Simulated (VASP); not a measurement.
# C (Fmmm) in VASP: notebook

C is run at these levels: PBEsol; tasks: single point.

All numbers are computed with VASP 6.6.1; they aren't measurements. Logs are shortened: lines on timing, memory, paths and dates and some standing lists are left out, and cuts for length are marked.

## (1) The cell of the first run

The structure is orthorhombic, space group Fmmm (No. 69). The conventional cell has a = 2.449 Å, b = 4.236 Å, c = 6.198 Å, α = 90.00°, β = 90.00°, γ = 90.00°. Within 1.9 Å of C (site symmetry m2m) lie 3 C at 1.41 Å.

## (2) Single point, PBEsol

INCAR

```
SYSTEM = C
PREC     = Accurate       ! precision mode
ENCUT    = 520            ! plane-wave cutoff, eV
EDIFF    = 1E-7           ! SCF threshold, eV
ISMEAR   = -1             ! smearing method
SIGMA    = 0.15           ! smearing width, eV
LREAL    = .False.        ! projectors in reciprocal space
LASPH    = .True.         ! aspherical terms in the spheres
NELM     = 60             ! most SCF steps
ALGO     = Normal         ! electronic algorithm
ISIF     = 2              ! what is computed and relaxed
LWAVE    = .False.        ! write WAVECAR
LCHARG   = .False.        ! write CHGCAR
GGA      = PS             ! functional
NBANDS   = 16             ! bands
```

KPOINTS

```
Automatic mesh
0
Gamma
  18 18 6
  0 0 0
```

POSCAR

```
C
1.0
    1.2245037672     -2.1180064925      0.0000000000
    1.2245037672      2.1180064925      0.0000000000
    0.0000000000      0.0000000000      6.1979507025
C
4
Direct
    0.0833058250      0.9166941750      0.7500000000
    0.5833058250      0.4166941750      0.2500000000
    0.9166941750      0.0833058250      0.2500000000
    0.4166941750      0.5833058250      0.7500000000
```

Potentials or basis: VASP PAW PBE potentials, release 64 (C).

Run with:

```console
$ cat potpaw_PBE.64/C/POTCAR > POTCAR
$ mpirun -np 1 vasp_std > vasp.out
```

OUTCAR:

```text
SYSTEM = C
   PREC = Accurate
   ENCUT = 520
   EDIFF = 1E-7
   ISMEAR = -1
   LREAL = .False.
   LASPH = .True.
   NELM = 60
   ISIF = 2
   GGA = PS

 ion  position               nearest neighbor table
   1  0.083  0.917  0.750-   4 1.41   4 1.41   4 1.41
   2  0.583  0.417  0.250-   3 1.41   3 1.41   3 1.41
   3  0.917  0.083  0.250-   2 1.41   2 1.41   2 1.41
   4  0.417  0.583  0.750-   1 1.41   1 1.41   1 1.41

  LATTYP: Found a base centered orthorhombic cell.
 ALAT       =     2.4490075344
 B/A-ratio  =     1.7296855667
 C/A-ratio  =     2.5308009941

  Lattice vectors:

 A1 = (   1.2245037672,  -2.1180064925,   0.0000000000)
 A2 = (   1.2245037672,   2.1180064925,   0.0000000000)
 A3 = (   0.0000000000,   0.0000000000,   6.1979507025)

Analysis of symmetry for initial positions (statically):
=====================================================================
 Subroutine PRICEL returns following result:

  LATTYP: Found a face centered orthorhombic cell.
 ALAT       =     2.4490075344
 B/A-ratio  =     1.7296855667
 C/A-ratio  =     2.5308009941

  Lattice vectors:

 A1 = (   0.0000000000,  -2.1180064925,  -3.0989753513)
 A2 = (   1.2245037672,   0.0000000000,  -3.0989753513)
 A3 = (   1.2245037672,  -2.1180064925,  -0.0000000000)

   2 primitive cells build up your supercell.

 Routine SETGRP: Setting up the symmetry group for a
 base centered orthorhombic supercell.

 Subroutine GETGRP returns: Found  8 space group operations
 (whereof  4 operations were pure point group operations)
 out of a pool of  8 trial point group operations.

The static configuration has the point symmetry C_2h.
 The point group associated with its full space group is D_2h.

Analysis of symmetry for dynamics (positions and initial velocities):
=====================================================================
 Subroutine PRICEL returns following result:

  LATTYP: Found a face centered orthorhombic cell.
 ALAT       =     2.4490075344
 B/A-ratio  =     1.7296855667
 C/A-ratio  =     2.5308009941

  Lattice vectors:

 A1 = (   0.0000000000,  -2.1180064925,  -3.0989753513)
 A2 = (   1.2245037672,   0.0000000000,  -3.0989753513)
[... 101 lines left out ...]
   NGXF,Y,Z  is equivalent  to a cutoff of  24.46, 24.46, 25.75 a.u.
 SYSTEM =  C
   PREC   = accura    normal or accurate (medium, high low for compatibility)
   ISTART =      0    job   : 0-new  1-cont  2-samecut
   ICHARG =      2    charge: 1-file 2-atom 10-const
   ISPIN  =      1    spin polarized calculation?
   LNONCOLLINEAR =      F non collinear calculations
   LSORBIT =      F    spin-orbit coupling
   LASPH  =      T    aspherical Exc in radial PAW
   ENCUT  =  520.0 eV  38.22 Ry    6.18 a.u.   4.55  4.55 11.52*2*pi/ulx,y,z
   NELM   =     60;   NELMIN=  2; NELMDL= -5     # of ELM steps
   EDIFF  = 0.1E-06   stopping-criterion for ELM
   LREAL  =      F    real-space projection
   EDIFFG = 0.1E-05   stopping-criterion for IOM
   NSW    =      0    number of steps for IOM
   IBRION =     -1    ionic relax: 0-MD 1-quasi-New 2-CG
   NFREE  =      0    steps in history (QN), initial steepest desc. (CG)
   ISIF   =      2    stress and relaxation
   ISYM   =      2    0-nonsym 1-usesym 2-fastsym
   POTIM  = 0.5000    time-step for ionic-motion
   TEBEG  =    0.0;   TEEND  =   0.0 temperature during run
   PSTRESS=    0.0 pullay stress
   NELECT =      16.0000    total number of electrons
   NUPDOWN=      -1.0000    fix difference up-down
   EMIN   =  10.00;   EMAX   =-10.00  energy-range for DOS
   EFERMI =   0.00;   METHOD = LEGACY
   ISMEAR =    -1;   SIGMA  =   0.15  broadening in eV -4-tet -1-fermi 0-gaus
   EFERMI_NEDOS =   21; number of points for ismear=-14 and -15
   IALGO  =     38    algorithm
   IMIX   =      4    mixing-type and parameters
     AMIX     =   0.40;   BMIX     =  1.00
     AMIX_MAG =   1.60;   BMIX_MAG =  1.00
  volume/ion in A,a.u.               =       8.04        54.24
  Fermi-wavevector in a.u.,A,eV,Ry     =   1.297357  2.451650 22.900460  1.683136
  Thomas-Fermi vector in A             =   2.428755
   LORBIT       =      0    0 simple, 1 ext, 2 COOP (PROOUT), +10 PAW based schemes
   GGA     = PS    functional components
   LHFCALC =     F    Hartree Fock is set to
   AEXX    =    0.0000 exact exchange contribution
   IVDW    =     0    specifies the selected vdW correction
   LEPSILON=     F    determine dielectric tensor
   LRPA    =     F    only Hartree local field effects (RPA)
 non-spin polarized calculation
  energy-cutoff  :      520.00
  volume of cell :       32.15
 maximum number of plane-waves:       886
   NGX =  9   NGY =  9   NGZ = 23

 number of electron      15.9999996 magnetization

 Free energy of the ion-electron system (eV)
  ---------------------------------------------------
  ext. energy  EPLUGINS =         0.00000000
  ---------------------------------------------------
  free energy    TOTEN  =       -38.49901779 eV

  energy without entropy =      -38.49257339  energy(sigma->0) =      -38.49579559

 E-fermi :   5.5288     XC(G=0): -11.1408

 val. band max:        5.4567388204   @ k =   0.3333   0.3333   0.5000
 cond. band min:       5.5451414621   @ k =   0.3889   0.3333   0.0000
 fundamental gap:      0.0884026418
 Fermi energy:         5.5288039902

 k-point     1 :       0.0000    0.0000    0.0000
  band No.  band energies     occupation
      1     -14.4365      2.00000
      2     -13.8851      2.00000
      3      -3.6520      2.00000
      4      -0.7053      2.00000
      5       2.4776      2.00000
      6       2.5158      2.00000
[... 433 lines left out ...]
      3      -2.4676      2.00000
      4      -0.5857      2.00000
      5      -0.4528      2.00000
      6       0.3687      2.00000
[... 8 lines left out ...]
     15      17.1971      0.00000
     16      18.4886      0.00000

 [... further k-points ...]
[... 5 lines left out ...]
  --------------------------------------------------------------------------------------
  -------------------------------------------------------------------------------------
  Total        1.4374026      1.4369515      1.1868612      0.0000000      0.0000000      0.0000000
  in kB       71.6347070     71.6122266     59.1486686      0.0000000      0.0000000      0.0000000
  external PRESSURE =      67.4652007 kB  Pullay stress =       0.0000000 kB

 VOLUME and BASIS-vectors are now :
 -----------------------------------------------------------------------------
  energy-cutoff  :      520.00
  volume of cell :       32.15
      direct lattice vectors                 reciprocal lattice vectors
     1.224503767 -2.118006493  0.000000000     0.408328674 -0.236071042  0.000000000
     1.224503767  2.118006493  0.000000000     0.408328674  0.236071042  0.000000000
     0.000000000  0.000000000  6.197950703     0.000000000  0.000000000  0.161343652

 POSITION                                       TOTAL-FORCE (eV/Angst)
 -----------------------------------------------------------------------------------
      1.22450      1.76512      4.64846         0.000000      0.000448     -0.000000
      1.22450     -0.35288      1.54949         0.000000      0.000448      0.000000
      1.22450     -1.76512      1.54949         0.000000     -0.000448      0.000000
      1.22450      0.35288      4.64846         0.000000     -0.000448     -0.000000
 -----------------------------------------------------------------------------------
    total drift:                                0.000000      0.000000      0.000000

  FREE ENERGIE OF THE ION-ELECTRON SYSTEM (eV)
  ---------------------------------------------------
  free  energy   TOTEN  =       -38.4990177858 eV

  energy  without entropy=      -38.4925733915  energy(sigma->0) =      -38.49579559
```

Run time: 68 s. Hardware: 1 thread of Intel Xeon 6975P-C (Granite Rapids), shared host; peak memory 0.23 GiB.

Results:

| Property | Result |
| --- | --- |
| Free energy | -38.4990 eV |
| Pressure | 6.7 GPa |
| Band gap on the k mesh | zero (bands 8 and 9 overlap by 0.09 eV) |

Caveat: the cell stands under pressure; this functional lacks dispersion, which binds layers or chains, so the pressure and a relaxed spacing across them are unreliable; the PAW data sets were made with another functional, which shifts forces and pressure a little.

[end of part 1 of 2]

The gap in the log of VASP goes by the Fermi energy; the results here count the filled bands.